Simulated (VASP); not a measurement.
AlH2: relaxation of cell and atoms with PBE

The system is AlH2.

```
Al H
1.0
     2.71993    0.00000    0.00000
    -1.35996    2.35552    0.00000
     0.00000    0.00000    5.42026
Al H
1 2
Direct
  0.00000 0.00000 0.50000
  0.33333 0.66667 0.48453
  0.66667 0.33333 0.51547
```

The cell was built from a structure type or drawn by symmetry, and may not be a known phase.

```
Program                : VASP 6.6.1
Task                   : relaxation of cell and atoms
Functional             : PBE
Potentials or basis    : VASP PAW PBE potentials, release 64 (Al, H)
Cutoff                 : 600 eV
k mesh                 : 6 × 6 × 4
Occupations            : gaussian, width 0.1 eV
Spin                   : no spin polarisation
Dipole correction      : no
Further INCAR settings : ALGO = Normal; EDIFF = 1e-07; IBRION = 2; EDIFFG = -0.04; NSW = 90; ISIF = 3
```

* Relaxed volume: 8.22 Å³/atom
* Relaxed cell: a = 3.053 Å, b = 3.053 Å, c = 3.057 Å, α = 90.00°, β = 90.00°, γ = 120.00°
* Space group after relaxing (to 0.1 Å): P-3m1 (No. 164)
* Pressure after relaxing: 0.2 GPa
* Largest force after relaxing: 0.030 eV/Å
* Band gap on the k mesh: zero (an odd number of electrons rules out a gap without spin polarisation)

Forces on the atoms (eV/Å):
```
Al   0.000  0.000  0.000
H    0.000  0.000  0.030
H    0.000  0.000 -0.030
```

Stress tensor (GPa, compression positive):
```
0.25 0.00 0.00
0.00 0.25 0.00
0.00 0.00 0.12
```

Final structure:
```
Al H
1.0
     3.05286    0.00000    0.00000
    -1.52643    2.64385    0.00000
     0.00000    0.00000    3.05672
Al H
1 2
Cartesian
  0.0000 0.0000 1.5284
  0.0000 1.7626 0.7944
  1.5264 0.8813 2.2623
```

Levels at points of the mesh, in eV from the Fermi level:
```csv
k point,band 1,band 2,band 3,band 4,band 5
"(0.00, 0.00, 0.00)",-12.44,-1.10,4.80,8.44,8.44
"(0.50, 0.00, 0.00)",-8.15,-6.77,0.80,4.00,7.31
"(0.00, 0.00, 0.50)",-9.76,-7.51,6.82,9.62,10.60
"(0.50, 0.00, 0.50)",-6.20,-5.16,-1.10,-0.85,6.28
```

It took 3.9 min on 1 thread of Intel(R) Xeon(R) Platinum 8488C (Sapphire Rapids) (shared host), peak memory 0.17 GiB.

Caveat: the k points lie up to 0.51 Å⁻¹ apart in the final cell, too coarse for converged energies and pressures of a metal; the volume moved by over 15 % at a fixed basis, so the end points are rough.
